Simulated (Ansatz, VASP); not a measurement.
ZrSc3F2 in VASP and in Ansatz

```
Zr Sc F
1.0
     3.69609    0.00000    0.00000
     0.00000    3.69609    0.00000
     0.00000    0.00000    8.02313
Zr Sc F
1 3 2
Direct
  0.00000 0.00000 0.01843
  0.50000 0.50000 0.16982
  0.00000 0.00000 0.42045
  0.50000 0.50000 0.76880
  0.50000 0.00000 0.58640
  0.00000 0.50000 0.58640
```

Alike in both runs: functional PBE; k mesh 6 × 6 × 2; occupations gaussian, width 0.1 eV; no spin polarisation.

Ansatz relaxed the structure, and its values are those at the end. VASP's run is a single point on that final structure, the one shown.

```csv
,VASP,Ansatz
version,VASP 6.6.1,Ansatz 0.2.0
potentials or method,"VASP PAW PBE potentials, release 64 (Zr_sv, Sc_sv, F), cutoff 520 eV","scalar-relativistic, plane waves, PAW"
valence electrons in the cell,59,59
```

VASP gave:

* gap on the k mesh at the Fermi level (eV): none
* pressure (GPa): 0.2
* rms of the force components (eV/Å): 0.015

Q: What did Ansatz give for the same quantities?

A: gap on the k mesh at the Fermi level (eV): none; pressure (GPa): 0.1; rms of the force components (eV/Å): 0.007.

A gap of «none» marks a metal or a gap that the smearing closes.

The k mesh is coarse, so the values compare programs but aren't converged.
